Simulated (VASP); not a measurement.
# SiC (P6_3mc) in VASP: a series of runs

The runs below take SiC through single point, with r2SCAN.

All numbers are computed with VASP 6.6.1; they aren't measurements. Logs are shortened: lines on timing, memory, paths and dates and some standing lists are left out, and cuts for length are marked.

**1. The cell of the first run**

It takes space group P6_3mc (No. 186, hexagonal). The conventional cell has a = 3.075 Å, b = 3.075 Å, c = 5.048 Å, α = 90.00°, β = 90.00°, γ = 120.00°. Within 2.5 Å of Si (site symmetry 3m) lie 4 C at 1.88 to 1.90 Å. Within 2.5 Å of C (site symmetry 3m) lie 4 Si at 1.88 to 1.90 Å.

**2. Single point, r2SCAN**

POSCAR

```
SiC
1.0
    3.0752975751      0.0000000000      0.0000000000
   -1.5376487876      2.6632858243      0.0000000000
    0.0000000000      0.0000000000      5.0483410006
Si C
2 2
Direct
    0.3333333333      0.6666666667      0.4996013827
    0.6666666667      0.3333333333      0.9996013827
    0.3333333333      0.6666666667      0.8753986173
    0.6666666667      0.3333333333      0.3753986173
```

INCAR.step1

```
SYSTEM = SiC
PREC = Accurate ; ENCUT = 520
ISMEAR = 0 ; SIGMA = 0.02
LREAL = .False. ; LASPH = .True.
NELM = 80 ; NBANDS = 16
GGA = PE ; ALGO = Normal
EDIFF = 1E-4 ; LWAVE = .True.
LCHARG = .False.
```

INCAR.step2

```
SYSTEM = SiC
PREC = Accurate ; ENCUT = 520
EDIFF = 1E-6 ; ISMEAR = 0
SIGMA = 0.02 ; LREAL = .False.
LASPH = .True. ; NELM = 80
ALGO = Normal ; ISIF = 2
LWAVE = .False. ; LCHARG = .False.
METAGGA = R2SCAN ; LMIXTAU = .True.
NBANDS = 16 ; ISTART = 1
```

KPOINTS

```
Automatic mesh
0
Gamma
  12 12 6
  0 0 0
```

Potentials or basis: VASP PAW PBE potentials, release 64 (Si, C).

Command:

```bash
$ cat potpaw_PBE.64/Si/POTCAR potpaw_PBE.64/C/POTCAR > POTCAR
$ cp INCAR.step1 INCAR
$ mpirun -np 1 vasp_std > vasp.out
$ cp INCAR.step2 INCAR
$ mpirun -np 1 vasp_std > vasp.out
```

OUTCAR:

```text
SYSTEM = SiC
   PREC = Accurate
   ENCUT = 520
   EDIFF = 1E-6
   ISMEAR = 0
   LREAL = .False.
   LASPH = .True.
   NELM = 80
   ISIF = 2
   METAGGA = R2SCAN
   ISTART = 1

 ion  position               nearest neighbor table
   1  0.333  0.667  0.500-   4 1.88   4 1.88   4 1.88   3 1.90   2 3.09   2 3.09   2 3.09   2 3.09
                             2 3.09   2 3.09
   2  0.667  0.333  1.000-   3 1.88   3 1.88   3 1.88   4 1.90   1 3.09   1 3.09   1 3.09   1 3.09
                             1 3.09   1 3.09
   3  0.333  0.667  0.875-   2 1.88   2 1.88   2 1.88   1 1.90
   4  0.667  0.333  0.375-   1 1.88   1 1.88   1 1.88   2 1.90

  LATTYP: Found a hexagonal cell.
 ALAT       =     3.0752975751
 C/A-ratio  =     1.6415780513

  Lattice vectors:

 A1 = (   3.0752975751,   0.0000000000,   0.0000000000)
 A2 = (  -1.5376487876,   2.6632858243,   0.0000000000)
 A3 = (   0.0000000000,   0.0000000000,   5.0483410006)

Analysis of symmetry for initial positions (statically):
=====================================================================
 Subroutine PRICEL returns:
 Original cell was already a primitive cell.

 Routine SETGRP: Setting up the symmetry group for a
 hexagonal supercell.

 Subroutine GETGRP returns: Found 12 space group operations
 (whereof  6 operations were pure point group operations)
 out of a pool of 24 trial point group operations.

The static configuration has the point symmetry C_3v.
 The point group associated with its full space group is C_6v.

Analysis of symmetry for dynamics (positions and initial velocities):
=====================================================================
 Subroutine PRICEL returns:
 Original cell was already a primitive cell.

 Routine SETGRP: Setting up the symmetry group for a
 hexagonal supercell.

 Subroutine GETGRP returns: Found 12 space group operations
 (whereof  6 operations were pure point group operations)
 out of a pool of 24 trial point group operations.

The dynamic configuration has the point symmetry C_3v.
 The point group associated with its full space group is C_6v.

 Subroutine INISYM returns: Found 12 space group operations
 (whereof  6 operations are pure point group operations),
 and found     1 'primitive' translations

----------------------------------------------------------------------------------------

                                     Primitive cell

  volume of cell :      41.3479

[... 88 lines left out ...]
   LSORBIT =      F    spin-orbit coupling
   LASPH  =      T    aspherical Exc in radial PAW
   ENCUT  =  520.0 eV  38.22 Ry    6.18 a.u.   5.72  5.72  9.39*2*pi/ulx,y,z
   NELM   =     80;   NELMIN=  2; NELMDL=  0     # of ELM steps
   EDIFF  = 0.1E-05   stopping-criterion for ELM
   LREAL  =      F    real-space projection
   EDIFFG = 0.1E-04   stopping-criterion for IOM
   NSW    =      0    number of steps for IOM
   IBRION =     -1    ionic relax: 0-MD 1-quasi-New 2-CG
   NFREE  =      0    steps in history (QN), initial steepest desc. (CG)
   ISIF   =      2    stress and relaxation
   ISYM   =      2    0-nonsym 1-usesym 2-fastsym
   POTIM  = 0.5000    time-step for ionic-motion
   TEBEG  =    0.0;   TEEND  =   0.0 temperature during run
   PSTRESS=    0.0 pullay stress
   NELECT =      16.0000    total number of electrons
   NUPDOWN=      -1.0000    fix difference up-down
   EMIN   =  10.00;   EMAX   =-10.00  energy-range for DOS
   EFERMI =   0.00;   METHOD = LEGACY
   ISMEAR =     0;   SIGMA  =   0.02  broadening in eV -4-tet -1-fermi 0-gaus
   EFERMI_NEDOS =   21; number of points for ismear=-14 and -15
   IALGO  =     38    algorithm
   IMIX   =      4    mixing-type and parameters
     AMIX     =   0.40;   BMIX     =  1.00
     AMIX_MAG =   1.60;   BMIX_MAG =  1.00
  volume/ion in A,a.u.               =      10.34        69.76
  Fermi-wavevector in a.u.,A,eV,Ry     =   1.192972  2.254390 19.363573  1.423182
  Thomas-Fermi vector in A             =   2.328998
   LORBIT       =      0    0 simple, 1 ext, 2 COOP (PROOUT), +10 PAW based schemes
   METAGGA = R2SCAN    functional components
   LHFCALC =     F    Hartree Fock is set to
   AEXX    =    0.0000 exact exchange contribution
   IVDW    =     0    specifies the selected vdW correction
   LEPSILON=     F    determine dielectric tensor
   LRPA    =     F    only Hartree local field effects (RPA)
 non-spin polarized calculation
 Gauss-broadening in eV      SIGMA  =   0.02
  energy-cutoff  :      520.00
  volume of cell :       41.35
 maximum number of plane-waves:      1126
 NGX is ok and might be reduce to    24
   NGX = 11   NGY = 11   NGZ = 19

 number of electron      16.0000000 magnetization

 Free energy of the ion-electron system (eV)
  ---------------------------------------------------
  ext. energy  EPLUGINS =         0.00000000
  ---------------------------------------------------
  free energy    TOTEN  =       -38.63789351 eV

  energy without entropy =      -38.63789351  energy(sigma->0) =      -38.63789351

 E-fermi :   8.3199     XC(G=0): -11.9290

 val. band max:        8.1457657391   @ k =   0.0000   0.0000   0.0000
 cond. band min:      10.8041123480   @ k =   0.3333   0.3333   0.0000
 fundamental gap:      2.6583466090
 Fermi energy:         8.3199276383

 k-point     1 :       0.0000    0.0000    0.0000
  band No.  band energies     occupation
      1      -8.2092      2.00000
      2      -4.5823      2.00000
      3      -0.8467      2.00000
      4       6.7605      2.00000
      5       6.7605      2.00000
      6       8.0318      2.00000
[... 433 lines left out ...]
      3       0.5510      2.00000
      4       2.3138      2.00000
      5       3.1586      2.00000
      6       5.1625      2.00000
[... 8 lines left out ...]
     15      20.3488      0.00000
     16      21.0763      0.00000

 [... further k-points ...]
[... 5 lines left out ...]
  --------------------------------------------------------------------------------------
  -------------------------------------------------------------------------------------
  Total       -0.0470360     -0.0470360     -0.0466114      0.0000000      0.0000000      0.0000000
  in kB       -1.8225827     -1.8225827     -1.8061291      0.0000000      0.0000000      0.0000000
  external PRESSURE =      -1.8170981 kB  Pullay stress =       0.0000000 kB

 VOLUME and BASIS-vectors are now :
 -----------------------------------------------------------------------------
  energy-cutoff  :      520.00
  volume of cell :       41.35
      direct lattice vectors                 reciprocal lattice vectors
     3.075297575  0.000000000  0.000000000     0.325171784  0.187738017  0.000000000
    -1.537648788  2.663285824  0.000000000     0.000000000  0.375476034  0.000000000
     0.000000000  0.000000000  5.048341001     0.000000000  0.000000000  0.198084876

 POSITION                                       TOTAL-FORCE (eV/Angst)
 -----------------------------------------------------------------------------------
     -0.00000      1.77552      2.52216        -0.000000      0.000000     -0.000167
      1.53765      0.88776      5.04633         0.000000     -0.000000     -0.000167
     -0.00000      1.77552      4.41931         0.000000     -0.000000      0.000167
      1.53765      0.88776      1.89514         0.000000      0.000000      0.000167
 -----------------------------------------------------------------------------------
    total drift:                               -0.000000     -0.000000      0.000377

  FREE ENERGIE OF THE ION-ELECTRON SYSTEM (eV)
  ---------------------------------------------------
  free  energy   TOTEN  =       -38.6378935104 eV

  energy  without entropy=      -38.6378935104  energy(sigma->0) =      -38.63789351
```

OUTCAR.step1:

```text
SYSTEM = SiC
   PREC = Accurate
   ENCUT = 520
   ISMEAR = 0
   LREAL = .False.
   LASPH = .True.
   NELM = 80
[... 689 lines left out ...]
      1.53765      0.88776      5.04633         0.000000      0.000000      0.001902
     -0.00000      1.77552      4.41931        -0.000000     -0.000000     -0.001902
      1.53765      0.88776      1.89514         0.000000      0.000000     -0.001902
 -----------------------------------------------------------------------------------
    total drift:                               -0.000000     -0.000000      0.000136

  FREE ENERGIE OF THE ION-ELECTRON SYSTEM (eV)
  ---------------------------------------------------
  free  energy   TOTEN  =       -30.1031080453 eV

  energy  without entropy=      -30.1031080453  energy(sigma->0) =      -30.10310805
```

Run time: 1.8 min. Hardware: 1 thread of Intel Xeon Platinum 8259CL at 2.50GHz (Skylake/Cascade Lake), shared host; peak memory 0.18 GiB.

Results:

- Free energy: -38.6379 eV
- Pressure: -0.2 GPa
- Band gap on the k mesh: 2.66 eV (least direct gap 4.48 eV)

Caveat: the PAW data sets were made with another functional, which shifts forces and pressure a little.

**3. Single point, r2SCAN (strain along c alone, the other axes held: +2.0 %, then relaxed in part)**

POSCAR

```
SiC
1.0
    3.0752975751      0.0000000000      0.0000000000
   -1.5376487876      2.6632858243      0.0000000000
    0.0000000000      0.0000000000      5.1493078206
Si C
2 2
Direct
    0.3333333333      0.6666666667      0.5003652841
    0.6666666667      0.3333333333      1.0003652841
    0.3333333333      0.6666666667      0.8746347159
    0.6666666667      0.3333333333      0.3746347159
```

INCAR.step1

```
ALGO = Normal
EDIFF = 1E-4
ENCUT = 520
GGA = PE
ISMEAR = 0
LASPH = T
LCHARG = F
LREAL = F
LWAVE = T
NBANDS = 16
NELM = 80
PREC = Accurate
SIGMA = 0.02
```

INCAR.step2

```
ALGO = Normal
EDIFF = 1E-6
ENCUT = 520
ISIF = 2
ISMEAR = 0
ISTART = 1
LASPH = T
LCHARG = T
LELF = T
LMIXTAU = T
LREAL = F
LVHAR = T
LWAVE = F
METAGGA = R2SCAN
NBANDS = 16
NELM = 80
PREC = Accurate
SIGMA = 0.02
```

KPOINTS

```
k-points
0
Gamma
  12 12 6
```

Potentials or basis: VASP PAW PBE potentials, release 64 (Si, C).

Command:

```bash
$ cat potpaw_PBE.64/Si/POTCAR potpaw_PBE.64/C/POTCAR > POTCAR
$ cp INCAR.step1 INCAR
$ mpirun -np 1 vasp_std > vasp.out
$ cp INCAR.step2 INCAR
$ mpirun -np 1 vasp_std > vasp.out
```

Run time: 2.1 min. Hardware: 1 thread of Intel Xeon Platinum 8259CL at 2.50GHz (Skylake/Cascade Lake), shared host; peak memory 0.18 GiB.

Results (log left out):

- Free energy: -38.6084 eV
- Pressure: -4.4 GPa
- Band gap on the k mesh: 2.55 eV (least direct gap 4.60 eV)

Stress tensor (GPa, compression positive):
```
 -0.99   0.00   0.00
  0.00  -0.99   0.00
  0.00   0.00 -11.18
```

Levels at points of the mesh, in eV from the valence-band top:
```tsv
k point	band 5	band 6	band 7	band 8	band 9	band 10	band 11	band 12
(0.00, 0.00, 0.00)	-1.28	-0.29	0.00	0.00	5.48	6.13	7.19	7.19
(0.50, 0.00, 0.00)	-5.59	-3.37	-3.36	-1.30	3.30	4.45	7.27	7.57
(0.00, 0.00, 0.50)	-0.69	-0.69	-0.69	-0.69	6.51	6.51	7.88	7.88
(0.50, 0.00, 0.50)	-2.57	-2.57	-2.51	-2.51	3.55	3.55	5.61	5.61
```

Caveat: the cell differs from its parent crystal (strain along c alone, the other axes held: +2.0 %, then relaxed in part); the stress differs along the axes, from -11 to -1 GPa; the PAW data sets were made with another functional, which shifts forces and pressure a little. A k mesh can miss the band edges.

**4. Single point, r2SCAN (strain along c alone, the other axes held: +4.0 %, then relaxed in part)**

POSCAR

```
SiC
1.0
    3.0752975751      0.0000000000      0.0000000000
   -1.5376487876      2.6632858243      0.0000000000
    0.0000000000      0.0000000000      5.2502746406
Si C
2 2
Direct
    0.3333333333      0.6666666667      0.5007452066
    0.6666666667      0.3333333333      1.0007452066
    0.3333333333      0.6666666667      0.8742547934
    0.6666666667      0.3333333333      0.3742547934
```

INCAR.step1

```
SYSTEM = SiC
PREC = Accurate
ENCUT = 520
ISMEAR = 0
SIGMA = 0.02
LREAL = .FALSE.
LASPH = .TRUE.
NELM = 60
NBANDS = 16
GGA = PE
ALGO = Normal
EDIFF = 1E-4
LWAVE = .TRUE.
LCHARG = .FALSE.
```

INCAR.step2

```
SYSTEM = SiC
PREC = Accurate
ENCUT = 520
EDIFF = 1E-6
ISMEAR = 0
SIGMA = 0.02
LREAL = .FALSE.
LASPH = .TRUE.
NELM = 60
ALGO = Normal
ISIF = 2
LWAVE = .FALSE.
LCHARG = .TRUE.
METAGGA = R2SCAN
LMIXTAU = .TRUE.
LELF = .TRUE.
LVHAR = .TRUE.
NBANDS = 16
ISTART = 1
```

KPOINTS

```
Automatic mesh
0
G
  12 12 6
  0 0 0
```

Command:

```bash
$ cat potpaw_PBE.64/Si/POTCAR potpaw_PBE.64/C/POTCAR > POTCAR
$ cp INCAR.step1 INCAR
$ mpirun -np 1 vasp_std > vasp.out
$ cp INCAR.step2 INCAR
$ mpirun -np 1 vasp_std > vasp.out
```

Run time: 2.1 min. Hardware: 1 thread of Intel Xeon Platinum 8259CL at 2.50GHz (Skylake/Cascade Lake), shared host; peak memory 0.18 GiB.

Results (log left out):

```
Free energy            : -38.5250 eV
Pressure               : -8.1 GPa
Band gap on the k mesh : 2.47 eV (least direct gap 4.72 eV)
```

Stress tensor (GPa, compression positive):
```
 -1.56   0.00   0.00
  0.00  -1.56   0.00
  0.00   0.00 -21.03
```

Levels at points of the mesh, in eV from the valence-band top:
```tsv
k point	band 5	band 6	band 7	band 8	band 9	band 10	band 11	band 12
(0.00, 0.00, 0.00)	-1.18	-0.43	0.00	0.00	5.48	5.59	7.19	7.19
(0.50, 0.00, 0.00)	-5.54	-3.34	-3.26	-1.35	3.37	4.27	7.06	7.52
(0.00, 0.00, 0.50)	-0.64	-0.64	-0.64	-0.64	6.53	6.53	7.88	7.88
(0.50, 0.00, 0.50)	-2.67	-2.67	-2.46	-2.46	3.38	3.38	5.45	5.45
```

Caveat: the cell differs from its parent crystal (strain along c alone, the other axes held: +4.0 %, then relaxed in part); the stress differs along the axes, from -21 to -2 GPa; the PAW data sets were made with another functional, which shifts forces and pressure a little.

**5. The runs side by side**

| cell | gap on the mesh (eV) | pressure (GPa) |
| --- | --- | --- |
| a = 3.075, b = 3.075, c = 5.048 Å, angles 90.0, 90.0, 120.0°, 4 atoms, atomic positions A | 2.66 | -0.2 |
| a = 3.075, b = 3.075, c = 5.149 Å, angles 90.0, 90.0, 120.0°, 4 atoms, atomic positions B | 2.55 | -4.4 |
| a = 3.075, b = 3.075, c = 5.250 Å, angles 90.0, 90.0, 120.0°, 4 atoms, atomic positions C | 2.47 | -8.1 |

Alike in all rows: task single point; level r2SCAN; potentials or basis VASP PAW PBE potentials, release 64 (Si, C); no spin polarisation; k mesh 12 × 12 × 6; cutoff (eV) 520; smearing gaussian 0.02 eV.

Caveats: the PAW data sets were made with another functional, which shifts forces and pressure a little; the stress differs along the axes, from -11 to -1 GPa (at least some runs); the stress differs along the axes, from -21 to -2 GPa (at least some runs).

Total energies depend on the potentials used, so only differences within one code and one set of settings carry meaning.
